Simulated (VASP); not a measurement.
Runs of VASP 6.6.1 on Tc. The structure is that of space group Fd-3m (No. 227), or close to it. The cells are those of the table. 

```csv
task,cell,cutoff (eV),gap on the mesh (eV),pressure (GPa)
relaxation of cell and atoms,"relaxed to 20 GPa from a = 3.748 Å, angles 60.0°, 2 atoms",600,none,20.0
relaxation of cell and atoms,"relaxed to 60 GPa from a = 3.748 Å, angles 60.0°, 2 atoms",600,none,60.0
single point,"a = 3.662 Å, angles 60.0°, 2 atoms",520,none,(a)
relaxation of cell and atoms,"relaxed from a = 3.748 Å, angles 60.0°, 2 atoms",600,none,-0.2
single point,"a = 3.873 Å, angles 60.0°, 2 atoms",520,none,-0.3
single point,"a = 3.594 Å, angles 60.0°, 2 atoms",520,none,59.5
single point,"a = 3.749 Å, angles 60.0°, 2 atoms",520,none,19.6
relaxation of cell and atoms,"relaxed to 40 GPa from a = 3.748 Å, angles 60.0°, 2 atoms",600,none,40.0
```

Alike in all rows: level PBEsol; potentials or basis VASP PAW PBE potentials, release 64 (Tc_pv); no spin polarisation; k mesh 7 × 7 × 7; smearing fermi-dirac 0.05 eV.

Estimate the missing entries.

(a) 39.5.

Caveats: the PAW data sets were made with another functional, which shifts forces and pressure a little; the cell is relaxed towards a set pressure, so the enthalpy falls and the energy may rise (some runs); the relaxation stopped at its first step, so nothing moved (some runs).

A k mesh can miss the band edges, and the runs leave out spin-orbit coupling on Tc.

A gap of «none» marks levels without a gap at the run's occupations.
